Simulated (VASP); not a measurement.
A run of VASP 6.6.1:

File INCAR:

```
SYSTEM = Te
ALGO     = Normal         ! electronic algorithm
EDIFF    = 1E-6           ! SCF threshold, eV
ENCUT    = 520            ! plane-wave cutoff, eV
GGA      = PE             ! functional
ISIF     = 2              ! what is computed and relaxed
ISMEAR   = -1             ! smearing method
LASPH    = .TRUE.         ! aspherical terms in the spheres
LCHARG   = .FALSE.        ! write CHGCAR
LREAL    = .FALSE.        ! projectors in reciprocal space
LWAVE    = .FALSE.        ! write WAVECAR
NBANDS   = 9              ! bands
NELM     = 100            ! most SCF steps
PREC     = Accurate       ! precision mode
SIGMA    = 0.05           ! smearing width, eV
```

The input KPOINTS:

```
k-points
0
G
  9 9 9
  0 0 0
```

POSCAR

```
Te
1.0
    2.2857050000      1.3084100000      1.7231440000
   -2.2642260000      1.2957370000      1.7038320000
   -0.0002360000     -2.6597710000      1.7572810000
Te
1
Direct
    0.5014310000      0.4938640000      0.5031630000
```

Potentials or basis: VASP PAW PBE potentials, release 64 (Te).

Command:

```bash
$ cat potpaw_PBE.64/Te/POTCAR > POTCAR
$ mpirun -np 1 vasp_std > vasp.out
```

Hardware: 1 thread of Intel Xeon 8259CL, with other jobs on the host.

**Question.** How long does it take, and how much memory?

**Answer.** Run time: 37 s on 1 thread of Intel Xeon 8259CL, on a shared host, peak memory 0.21 GiB. Counts: scf iterations 10, k points 365.
